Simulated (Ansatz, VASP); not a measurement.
**Zr2N in VASP and in Ansatz**

```xyz
6
Lattice="5.4142 0.0000 0.0000 0.0000 5.4150 0.0000 0.0000 0.0000 3.3011" Properties=species:S:1:pos:R:3 pbc="T T T"
Zr    1.5761    1.6512    0.0251
Zr    3.7878    3.8602    0.0252
Zr    4.2832    1.1527    1.6757
Zr    1.0807    4.3587    1.6758
N    -0.0252    0.0482    0.0252
N     2.6819    2.7557    1.6757
```

Alike in both runs: functional r2SCAN; k mesh 4 × 4 × 6; occupations gaussian, width 0.1 eV; no spin polarisation.

Ansatz relaxed the structure, and its values are those at the end. VASP's run is a single point on that final structure, the one shown.

|  | VASP | Ansatz |
| --- | --- | --- |
| version | VASP 6.6.1 | Ansatz 0.2.0 |
| potentials or method | VASP PAW PBE potentials, release 64 (Zr_sv, N), cutoff 520 eV | scalar-relativistic, plane waves, PAW |
| valence electrons in the cell | 58 | 58 |

```tsv
	VASP	Ansatz	Ansatz less VASP
gap on the k mesh at the Fermi level (eV)	none	none	-
pressure (GPa)	0.1	0.0	-0.14
```

VASP's potentials were made for PBE, not for r2SCAN. A gap of «none» marks a metal or a gap that the smearing closes.
